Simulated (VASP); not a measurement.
Wanted: the native input for a VASP 6.6.1 run.

```yaml
Task: single point
Functional: r2SCAN
Potentials_or_basis: VASP PAW PBE potentials, release 64 (Ca_sv, Se)
Cutoff: 550 eV
k_mesh: 6 × 6 × 6
Occupations: methfessel-paxton, width 0.05 eV
Spin: no spin polarisation
Dipole_correction: no
Further_INCAR_settings: ALGO = Normal; EDIFF = 1e-06; NBANDS = 15
```

Crystal: CaSe.

```
Ca Se
1.0
     3.63478    0.00000    0.00000
     0.00000    3.63478    0.00000
     0.00000    0.00000    3.63478
Ca Se
1 1
Direct
  0.00000 0.00000 0.00000
  0.50000 0.50000 0.50000
```

The input as run:

POSCAR

```
CaSe
1.0
    3.6347849189      0.0000000000      0.0000000000
    0.0000000000      3.6347849189      0.0000000000
    0.0000000000      0.0000000000      3.6347849189
Ca Se
1 1
Direct
    0.0000000000      0.0000000000      0.0000000000
    0.5000000000      0.5000000000      0.5000000000
```

INCAR.step1

```
PREC = Accurate
ENCUT = 550
ISMEAR = 1
SIGMA = 0.05
LREAL = F
LASPH = T
NELM = 120
NBANDS = 15
GGA = PE
ALGO = Normal
EDIFF = 1E-5
LWAVE = T
LCHARG = F
GGA_COMPAT = F
```

INCAR.step2

```
PREC = Accurate
ENCUT = 550
EDIFF = 1E-6
ISMEAR = 1
SIGMA = 0.05
LREAL = F
LASPH = T
NELM = 120
ALGO = Normal
ISIF = 2
LWAVE = F
LCHARG = F
METAGGA = R2SCAN
LMIXTAU = T
NBANDS = 15
ISTART = 1
GGA_COMPAT = F
```

KPOINTS

```
Automatic mesh
0
Gamma
  6 6 6
```

Potentials or basis: VASP PAW PBE potentials, release 64 (Ca_sv, Se).

Run with:

```console
$ cat potpaw_PBE.64/Ca_sv/POTCAR potpaw_PBE.64/Se/POTCAR > POTCAR
$ cp INCAR.step1 INCAR
$ mpirun -np 1 vasp_std > vasp.out
$ cp INCAR.step2 INCAR
$ mpirun -np 1 vasp_std > vasp.out
```

It gave:

| Item | Value |
| --- | --- |
| Pressure | 0.2 GPa |
| Band gap on the k mesh | 1.24 eV |

Caveat: the structure was generated, so it needn't be the stable form of CaSe; the PAW data sets were made with another functional, which shifts forces and pressure a little.

Wall time 2.3 min on 1 thread of Intel Xeon 8259CL, with other jobs on the host, peak memory 0.14 GiB.
